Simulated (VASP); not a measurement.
Wanted: the native input for a VASP 6.6.1 run.

* Task: single point
* Functional: LDA
* Potentials or basis: VASP PAW LDA potentials, release 64 (Te)
* Cutoff: 520 eV
* k mesh: 7 × 7 × 7
* Occupations: gaussian, width 0.01 eV
* Spin: non-collinear spin, zero start, spin-orbit coupling
* Starting moments: [[0.0, 0.0, 0.0]] μB
* Dipole correction: no
* Further INCAR settings: ALGO = Normal; EDIFF = 1e-06; NBANDS = 17

The structure of Te lies in POSCAR:

```
Te
1.0
    3.1541904700      0.0000000000      0.0000000000
   -0.2173210954      3.1466949427      0.0000000000
   -0.2173210954     -0.2328476703      3.1380680402
Te
1
Direct
    0.5000000000      0.5000000000      0.5000000000
```

These files were run (other wordings do the same):

INCAR

```
SYSTEM = Te
  PREC = Accurate
  ENCUT = 520
  EDIFF = 1E-6
  ISMEAR = 0
  SIGMA = 0.01
  LREAL = .False.
  LASPH = .True.
  NELM = 150
  ALGO = Normal
  ISIF = 2
  LWAVE = .False.
  LCHARG = .False.
  LNONCOLLINEAR = .True.
  MAGMOM = 0 0 0
  LORBIT = 11
  LSORBIT = .True.
  GGA_COMPAT = .False.
  LORBMOM = .True.
  NBANDS = 17
```

KPOINTS

```
regular mesh
0
Gamma
  7 7 7
  0 0 0
```

Potentials or basis: VASP PAW LDA potentials, release 64 (Te).

Command:

```console
$ cat potpaw_LDA.64/Te/POTCAR > POTCAR
$ mpirun -np 1 vasp_ncl > vasp.out
```

It gave:

```
Pressure                                              : -1.0 GPa
Net moment                                            : 0.00 μB per cell
Valence electrons inside the program's atomic spheres : Te 3.29
```

Wall time 40 s on 1 thread of Intel(R) Xeon(R) Platinum 8488C (Sapphire Rapids), on a shared host, peak memory 0.18 GiB.
